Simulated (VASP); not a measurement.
A run of VASP 6.6.1 is set up as follows.

Contents of INCAR:

```
SYSTEM = CaO
PREC = Accurate
ENCUT = 520
EDIFF = 1E-6
ISMEAR = -1
SIGMA = 0.1551
LREAL = Auto
LASPH = .True.
NELM = 100
ALGO = Normal
ISIF = 2
LWAVE = .False.
LCHARG = .False.
GGA = PE
NBANDS = 78
```

Contents of KPOINTS:

```
Automatic mesh
0
Gamma
  2 2 2
  0.5 0.5 0.5
```

File POSCAR:

```
CaO
1.0
   -4.7022130000      4.7022130000      0.0000000000
   -4.7022130000      0.0000000000      4.7022130000
    0.0000000000      4.7022130000      4.7022130000
Ca O
8 8
Direct
    0.0072343597     -0.0377935878     -0.0294898381
    0.4903954797     -0.0109899318     -0.0114816151
   -0.0091210245      0.4715598804     -0.0042877683
    0.0319115701     -0.0475386802      0.4557458371
    0.5253550828      0.4360533009      0.0040428836
    0.5342772648     -0.0234709699      0.4945166244
    0.0567574246      0.4665172547      0.4734297447
    0.5128085436      0.4609187206      0.5008250371
    0.7498443818      0.7221697528      0.7730068800
    0.2684084069      0.6947655285      0.7444463915
    0.8301556097      0.2096618124      0.6502545716
    0.7476173453      0.7371973579      0.2623254200
    0.2654563926      0.1339617112      0.8148498377
    0.2849924068      0.6865297255      0.2424109669
    0.7547425010      0.2284258497      0.2274794868
    0.2489462940      0.2345475418      0.2405332340
```

Potentials or basis: VASP PAW PBE potentials, release 64 (Ca_sv, O).

Launch:

```sh
$ cat potpaw_PBE.64/Ca_sv/POTCAR potpaw_PBE.64/O/POTCAR > POTCAR
$ mpirun -np 1 vasp_std > vasp.out
```

Task: What does it give for the pressure?

Result: 15.7 GPa.

Task: What does it give for the band gap on the k mesh?

Result: 4.09 eV.

Task: Estimate the largest force.

Result: 5.236 eV/Å.

Stress tensor (GPa, compression positive):
```
15.81 -1.75  0.34
-1.75 17.29 -0.26
 0.34 -0.26 13.87
```

Caveat: the k points lie up to 0.58 Å⁻¹ apart; the atoms stand as in a frame of molecular dynamics; a shifted mesh leaves out Γ, where band edges can lie; forces of over 1 eV/Å act on the atoms, so gaps and moduli don't describe the material at rest. A k mesh can miss the band edges.
